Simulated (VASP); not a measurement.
Runs of VASP 6.6.1 on C. The structure is that of space group Im-3m (No. 229), or close to it. The cells are those of the table. 

```tsv
task	cell	k mesh	cutoff (eV)	gap on the mesh (eV)	pressure (GPa)
single point	a = 2.039 Å, angles 109.5°, 1 atom	21 × 21 × 21	520	none	(c)
single point	a = 2.094 Å, angles 109.5°, 1 atom	21 × 21 × 21	520	none	(b)
single point	a = 2.120 Å, angles 109.5°, 1 atom	21 × 21 × 21	520	none	-11.3
single point	a = 2.067 Å, angles 109.5°, 1 atom	18 × 18 × 18	520	none	0.1
single point	a = 2.010 Å, angles 109.5°, 1 atom	21 × 21 × 21	520	none	17.2
relaxation of cell and atoms	relaxed from a = 2.048 Å, angles 109.5°, 1 atom	18 × 18 × 18	600	none	0.0
single point	a = 1.980 Å, angles 109.5°, 1 atom	21 × 21 × 21	520	none	29.2
single point	a = 2.067 Å, angles 109.5°, 1 atom	30 × 30 × 30	520	none	0.0
single point	a = 2.067 Å, angles 109.5°, 1 atom	21 × 21 × 21	520	none	(a)
single point	a = 2.146 Å, angles 109.5°, 1 atom	21 × 21 × 21	520	none	-15.2
```

Alike in all rows: level revPBE; potentials or basis VASP PAW PBE potentials, release 64 (C); no spin polarisation; smearing fermi-dirac 0.1 eV.

Question: Estimate the missing entries.

Answer: (a) -0.4; (b) -6.6; (c) 7.5.

Caveats: the PAW data sets were made with another functional, which shifts forces and pressure a little.

A gap of «none» marks levels without a gap at the run's occupations.
